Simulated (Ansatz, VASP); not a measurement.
# ZrB2: VASP beside Ansatz

Contents of INCAR:

```
PREC     = Accurate       # precision mode
ENCUT    = 520            # plane-wave cutoff, eV
EDIFF    = 1E-6           # SCF threshold, eV
ISMEAR   = 0              # smearing method
SIGMA    = 0.15           # smearing width, eV
LREAL    = False          # projectors in reciprocal space
LASPH    = True           # aspherical terms in the spheres
NELM     = 80             # most SCF steps
ALGO     = Normal         # electronic algorithm
ISIF     = 2              # what is computed and relaxed
LWAVE    = False          # write WAVECAR
LCHARG   = False          # write CHGCAR
GGA      = PS             # functional
NBANDS   = 16             # bands
```

The input KPOINTS:

```
Automatic mesh
0
Gamma
  15 15 12
```

The input POSCAR:

```
ZrB2
1.0
    3.1548382285      0.0000000000      0.0000000000
   -1.5774191143      2.7321700507      0.0000000000
    0.0000000000      0.0000000000      3.5067416443
Zr B
1 2
Direct
    0.0000000000      0.0000000000      0.0000000000
    0.3333333333      0.6666666667      0.5000000000
    0.6666666667      0.3333333333      0.5000000000
```

Input for Ansatz:

```yaml
crystal:
  lattice:
    - [3.1548382285, 0.0, 0.0]
    - [-1.5774191143, 2.7321700507, 0.0]
    - [0.0, 0.0, 3.5067416443]
  atoms:
    - { symbol: Zr, position: [0.0, 0.0, 0.0] }
    - { symbol: B, position: [0.3333333333, 0.6666666667, 0.5] }
    - { symbol: B, position: [0.6666666667, 0.3333333333, 0.5] }
basis:
  ecutwfc: 520.0
kpoints:
  mp_grid: { grid: [15, 15, 12] }
hamiltonian:
  xc: pbesol
scf:
  occupations: { method: gaussian, width: 0.15 }
output:
  forces: true
  stress: true
  eigenvalues: true
```

Alike in both runs: task single point; functional PBEsol; k mesh 15 × 15 × 12; occupations gaussian, width 0.15 eV; no spin polarisation.

```csv
,VASP,Ansatz
version,VASP 6.6.1,Ansatz 0.2.0
potentials or method,"VASP PAW PBE potentials, release 64 (Zr_sv, B), cutoff 520 eV","scalar-relativistic, plane waves, PAW"
valence electrons in the cell,18,18
```

Ansatz gave:

```
gap on the k mesh at the Fermi level (eV) : none
pressure (GPa)                            : 0.0
```

Question: Which values does VASP return?

Answer: gap on the k mesh at the Fermi level (eV): none; pressure (GPa): 0.3.

VASP's potentials were made for PBE, not for PBEsol. A gap of «none» marks a metal or a gap that the smearing closes.
